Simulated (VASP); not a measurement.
Here is a VASP 6.6.1 calculation.

INCAR

```
SYSTEM = BaMgPF
ALGO     = Normal         ! electronic algorithm
EDIFF    = 1E-6           ! SCF threshold, eV
ENCUT    = 520            ! plane-wave cutoff, eV
GGA      = PE             ! functional
ISIF     = 2              ! what is computed and relaxed
ISMEAR   = 0              ! smearing method
LASPH    = .TRUE.         ! aspherical terms in the spheres
LCHARG   = .TRUE.         ! write CHGCAR
LELF     = .TRUE.         ! ELF
LREAL    = .FALSE.        ! projectors in reciprocal space
LVHAR    = .TRUE.       
LWAVE    = .FALSE.        ! write WAVECAR
NBANDS   = 34             ! bands
NELM     = 100            ! most SCF steps
PREC     = Accurate       ! precision mode
SIGMA    = 0.02           ! smearing width, eV
```

Contents of KPOINTS:

```
k-points
0
G
  6 6 4
  0 0 0
```

File POSCAR:

```
BaMgPF
1.0
    4.3338564672      0.0000000000      0.0000000000
    0.0000000000      4.3338564672      0.0000000000
    0.0000000000      0.0000000000      9.5732924182
Ba P Mg F
2 2 2 2
Direct
    0.5000000000      0.0000000000      0.1605456130
    0.0000000000      0.5000000000      0.8394543870
    0.5000000000      0.0000000000      0.6531338968
    0.0000000000      0.5000000000      0.3468661032
    0.5000000000      0.5000000000      0.5000000000
    0.0000000000      0.0000000000      0.5000000000
    0.5000000000      0.5000000000      0.0000000000
    0.0000000000      0.0000000000      0.0000000000
```

Potentials or basis: VASP PAW PBE potentials, release 64 (Ba_sv, P, Mg, F).

Launch:

```sh
$ cat potpaw_PBE.64/Ba_sv/POTCAR potpaw_PBE.64/P/POTCAR potpaw_PBE.64/Mg/POTCAR potpaw_PBE.64/F/POTCAR > POTCAR
$ mpirun -np 1 vasp_std > vasp.out
```

What does it give for the band gap on the k mesh?

1.76 eV, direct.

Estimate the largest force.

0.131 eV/Å.

Forces on the atoms (eV/Å):
```
Ba   0.000  0.000  0.131
Ba   0.000  0.000 -0.131
P    0.000  0.000 -0.037
P    0.000  0.000  0.037
Mg   0.000  0.000  0.000
Mg   0.000  0.000  0.000
F    0.000  0.000  0.000
F    0.000  0.000  0.000
```

Caveat: spin-orbit coupling is left out, which moves the levels of the heavy elements. A hybrid or GW would open this gap; PBE tends to underestimate it.
